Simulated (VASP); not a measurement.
Wanted: the native input for a VASP 6.6.1 run.

```
Task                   : single point
Functional             : PBEsol
Potentials or basis    : VASP PAW PBE potentials, release 64 (Ag, Cl)
Cutoff                 : 520 eV
k mesh                 : 2 × 2 × 2
Occupations            : gaussian, width 0.01 eV
Spin                   : no spin polarisation
Dipole correction      : no
Further INCAR settings : ALGO = Normal; EDIFF = 1e-06; NBANDS = 26
```

The structure of AgCl lies in POSCAR:

```
AgCl
1.0
    3.5300000000      0.0000000000      0.0000000000
    0.0000000000      4.0110000000      0.0000000000
   -0.9725508841      0.0000000000      5.1520087129
Ag Cl
2 2
Direct
    0.1570000000      0.2500000000      0.2100000000
    0.8430000000      0.7500000000      0.7900000000
    0.3080000000      0.2500000000      0.7050000000
    0.6920000000      0.7500000000      0.2950000000
```

These files were run (other wordings do the same):

INCAR

```
SYSTEM = AgCl
  PREC = Accurate
  ENCUT = 520
  EDIFF = 1E-6
  ISMEAR = 0
  SIGMA = 0.01
  LREAL = .FALSE.
  LASPH = .TRUE.
  NELM = 60
  ALGO = Normal
  ISIF = 2
  LWAVE = .FALSE.
  LCHARG = .TRUE.
  GGA = PS
  LELF = .TRUE.
  LVHAR = .TRUE.
  NBANDS = 26
```

KPOINTS

```
Automatic mesh
0
G
  2 2 2
  0 0 0
```

Potentials or basis: VASP PAW PBE potentials, release 64 (Ag, Cl).

Command:

```bash
$ cat potpaw_PBE.64/Ag/POTCAR potpaw_PBE.64/Cl/POTCAR > POTCAR
$ mpirun -np 1 vasp_std > vasp.out
```

Results of the run:

```
Pressure               : 6.7 GPa
Largest force          : 0.662 eV/Å
Band gap on the k mesh : 0.56 eV (least direct gap 2.25 eV)
```

Caveat: the k points lie up to 0.91 Å⁻¹ apart, too coarse for converged energies, forces and pressures; semilocal functionals underestimate gaps, and a narrow one can read as zero; the PAW data sets were made with another functional, which shifts forces and pressure a little.

Run time: 15 s on 1 thread of Intel Xeon 8259CL (shared host), peak memory 0.18 GiB.
